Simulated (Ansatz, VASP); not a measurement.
One calculation of ZnCu, two programs

The input INCAR:

```
PREC = Accurate ; ENCUT = 520
EDIFF = 1E-6 ; ISMEAR = 0
SIGMA = 0.15 ; LREAL = False
LASPH = True ; NELM = 60
ALGO = Fast ; ISIF = 2
LWAVE = False ; LCHARG = False
GGA = PS ; NBANDS = 18
```

Contents of KPOINTS:

```
regular mesh
0
Gamma
  16 16 16
```

The input POSCAR:

```
ZnCu
1.0
    2.9891750000      0.0000000000      0.0000000000
    0.0000000000      2.9891750000      0.0000000000
    0.0000000000      0.0000000000      3.0333500000
Zn Cu
1 1
Direct
    0.5000000000      0.5000000000      0.5000000000
    0.0000000000      0.0000000000      0.0000000000
```

Input for Ansatz:

```yaml
crystal:
  lattice:
    - [2.989175, 0.0, 0.0]
    - [0.0, 2.989175, 0.0]
    - [0.0, 0.0, 3.03335]
  atoms:
    - { symbol: Zn, position: [0.5, 0.5, 0.5] }
    - { symbol: Cu, position: [0.0, 0.0, 0.0] }
basis:
  ecutwfc: 420
kpoints:
  mp_grid: { grid: [16, 16, 16] }
hamiltonian:
  xc: pbesol
scf:
  occupations: { method: gaussian, width: 0.15 }
output:
  forces: true
  stress: true
  eigenvalues: true
```

Change from the starting cell: strain +0.015 along x and y, +0.030 along z, atoms carried along.

Alike in both runs: task single point; functional PBEsol; k mesh 16 × 16 × 16; occupations gaussian, width 0.15 eV; no spin polarisation.

|  | VASP | Ansatz |
| --- | --- | --- |
| version | VASP 6.6.1 | Ansatz 0.2.0 |
| potentials or method | VASP PAW PBE potentials, release 64 (Zn, Cu), cutoff 520 eV | scalar-relativistic, plane waves, PAW |
| valence electrons in the cell | 23 | 31 |

VASP gave:

| Quantity | Value |
| --- | --- |
| gap on the k mesh at the Fermi level (eV) | none |
| pressure (GPa) | -9.6 |

Q: What did Ansatz give for the same quantities?

A: gap on the k mesh at the Fermi level (eV): none; pressure (GPa): -10.4.

VASP's potentials were made for PBE, not for PBEsol. A gap of «none» marks a metal or a gap that the smearing closes. VASP's potentials hold 23 valence electrons a cell and Ansatz's 31, so a difference there can come from the potentials and not from the codes.
